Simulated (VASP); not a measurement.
**ZnS: single point with r2SCAN**

**Measured values to compare with.**

From “Electronic, vibrational, and thermodynamic properties of ZnS (zincblende and rocksalt structure)”, 2009, arxiv:0911.5022, for a bulk crystal of ZnS at 19 K: band gap 3.85 eV (direct).

ZnS:

```
Zn S
1.0
     0.00000    2.69410    2.69410
     2.69410    0.00000    2.69410
     2.69410    2.69410    0.00000
Zn S
1 1
Direct
  0.25000 0.25000 0.25000
  0.00000 0.00000 0.00000
```

```
Program                : VASP 6.6.1
Task                   : single point
Functional             : r2SCAN
Potentials or basis    : VASP PAW PBE potentials, release 64 (Zn, S)
Cutoff                 : 550 eV
k mesh                 : 6 × 6 × 6
Occupations            : gaussian, width 0.01 eV
Spin                   : no spin polarisation
Dipole correction      : no
Further INCAR settings : ALGO = Normal; EDIFF = 1e-06; NBANDS = 16
```

- Pressure: 0.0 GPa
- Band gap on the k mesh: 2.72 eV, direct

Levels at points of the mesh, in eV from the valence-band top:
```tsv
k point	band 5	band 6	band 7	band 8	band 9	band 10	band 11	band 12	band 13	band 14
(0.00, 0.00, 0.00)	-5.98	-5.98	0.00	0.00	0.00	2.72	6.89	6.89	6.89	12.31
(0.50, 0.00, 0.00)	-5.95	-5.78	-5.46	-0.90	-0.90	3.83	7.39	7.39	9.45	12.91
(0.50, 0.50, 0.00)	-5.90	-5.76	-4.65	-2.31	-2.31	3.71	4.48	11.83	12.88	12.88
```

It took 120 s on 1 thread of Intel Xeon 8259CL, with other jobs on the host, peak memory 0.17 GiB.

A measured gap of ZnS is 3.85 eV (direct; 19 K; quoted in “Electronic, vibrational, and thermodynamic properties of ZnS (zincblende and rocksalt structure)”, 2009, arxiv:0911.5022); the calculated 2.72 eV misses it by -1.13 eV. The value is that of r2SCAN, without temperature or zero-point motion.

Caveat: the PAW data sets were made with another functional, which shifts forces and pressure a little.
